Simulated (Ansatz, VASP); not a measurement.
**Two plane-wave programs on Bi**

Contents of INCAR:

```
ALGO     = Fast           # electronic algorithm
EDIFF    = 1E-6           # SCF threshold, eV
ENCUT    = 520            # plane-wave cutoff, eV
GGA      = PE             # functional
ISIF     = 2              # what is computed and relaxed
ISMEAR   = 0              # smearing method
IVDW     = 12             # dispersion correction
LASPH    = T              # aspherical terms in the spheres
LCHARG   = T              # write CHGCAR
LELF     = T              # ELF
LREAL    = F              # projectors in reciprocal space
LVHAR    = T            
LWAVE    = F              # write WAVECAR
NBANDS   = 14             # bands
NELM     = 100            # most SCF steps
PREC     = Accurate       # precision mode
SIGMA    = 0.15           # smearing width, eV
```

The input KPOINTS:

```
k-points
0
Gamma
  18 18 18
```

POSCAR

```
Bi
1.0
   -1.9446554389      1.9446554389      2.0955607010
    1.9446554389     -1.9446554389      2.0955607010
    1.9446554389      1.9446554389     -2.0955607010
Bi
1
Direct
    0.0000000000      0.0000000000      0.0000000000
```

Input for Ansatz:

```yaml
crystal:
  lattice:
    - [-1.9446554389, 1.9446554389, 2.095560701]
    - [1.9446554389, -1.9446554389, 2.095560701]
    - [1.9446554389, 1.9446554389, -2.095560701]
  atoms:
    - { symbol: Bi, position: [0.0, 0.0, 0.0] }
basis:
  ecutwfc: 420
kpoints:
  mp_grid: { grid: [18, 18, 18] }
hamiltonian:
  xc: pbe
  dispersion: d3bj
scf:
  occupations: { method: gaussian, width: 0.15 }
output:
  forces: true
  stress: true
  eigenvalues: true
```

Alike in both runs: task single point; functional PBE; dispersion D3(BJ); k mesh 18 × 18 × 18; occupations gaussian, width 0.15 eV; no spin polarisation.

|  | VASP | Ansatz |
| --- | --- | --- |
| version | VASP 6.6.1 | Ansatz 0.2.0 |
| potentials or method | VASP PAW PBE potentials, release 64 (Bi_d), cutoff 520 eV | scalar-relativistic, plane waves, PAW |
| valence electrons in the cell | 15 | 15 |

```tsv
	VASP	Ansatz	Ansatz less VASP
gap on the k mesh at the Fermi level (eV)	none	none	-
pressure (GPa)	-2.6	-2.6	+0.05
traceless stress, the component that is largest in VASP (GPa)	-0.54	-0.54	-0.004
```

A gap of «none» marks a metal or a gap that the smearing closes.

Spin-orbit coupling is off throughout.
